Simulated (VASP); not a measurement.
A run of VASP 6.6.1:

The input INCAR:

```
SYSTEM = As
PREC = Accurate
ENCUT = 600
EDIFF = 1E-6
ISMEAR = 1
SIGMA = 0.15
LREAL = .FALSE.
LASPH = .TRUE.
NELM = 80
ALGO = Normal
ISIF = 3
LWAVE = .FALSE.
LCHARG = .FALSE.
GGA = B5
ALDAX = 1.0
AGGAX = 1.0
AGGAC = 1.0
ALDAC = 0.0
IVDW = 12
VDW_S6 = 1.0
VDW_S8 = 2.6996
VDW_A1 = 0.4298
VDW_A2 = 4.2359
IBRION = 2
NSW = 60
EDIFFG = -0.01
```

KPOINTS

```
regular mesh
0
G
  8 8 8
  0 0 0
```

POSCAR

```
As
1.0
    2.7036817400      0.0000000000      0.0000000000
    0.0000000000      2.7036817400      0.0000000000
    0.0000000000      0.0000000000      2.7036817400
As
1
Direct
    0.5000000000      0.5000000000      0.5000000000
```

Potentials or basis: VASP PAW PBE potentials, release 64 (As).

The run is started by

```sh
$ cat potpaw_PBE.64/As/POTCAR > POTCAR
$ mpirun -np 1 vasp_std > vasp.out
```

Hardware: 1 thread of Intel Xeon 8259CL, on a shared host.

Task: How long does it take, and how much memory?

Result: Run time: 30 s on 1 thread of Intel Xeon 8259CL, with other jobs on the host, peak memory 0.15 GiB. Counts: scf iterations 20, k points 35, ion steps 3.
